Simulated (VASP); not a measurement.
Input of a VASP 6.6.1 run:

Contents of INCAR:

```
SYSTEM = SrO
PREC = Accurate ; ENCUT = 520
EDIFF = 1E-8 ; ISMEAR = 0
SIGMA = 0.05 ; LREAL = .False.
LASPH = .True. ; NELM = 80
ALGO = Normal ; ISIF = 2
LWAVE = .False. ; LCHARG = .False.
GGA = PS ; IBRION = 8
NSW = 1
```

The input KPOINTS:

```
Automatic mesh
0
Gamma
  9 9 9
  0 0 0
```

Contents of POSCAR:

```
SrO
1.0
    0.0000000000      2.5611507977      2.5611507977
    2.5611507977      0.0000000000      2.5611507977
    2.5611507977      2.5611507977      0.0000000000
Sr O
1 1
Direct
    0.5000000000      0.5000000000      0.5000000000
    0.0000000000      0.0000000000      0.0000000000
```

Potentials or basis: VASP PAW PBE potentials, release 64 (Sr_sv, O).

Run with:

```sh
$ cat potpaw_PBE.64/Sr_sv/POTCAR potpaw_PBE.64/O/POTCAR > POTCAR
$ mpirun -np 1 vasp_std > vasp.out
```

Q: Estimate the highest phonon frequency at Γ, LO-TO splitting left out.

A: 210 cm⁻¹.

Phonon frequencies in cm⁻¹ (negative: imaginary):
| q point | frequencies |
| --- | --- |
| (0.000, 0.000, 0.000) | 0 0 0 210 210 210 |

Caveat: the cell differs from its parent crystal (phonons by finite displacements).
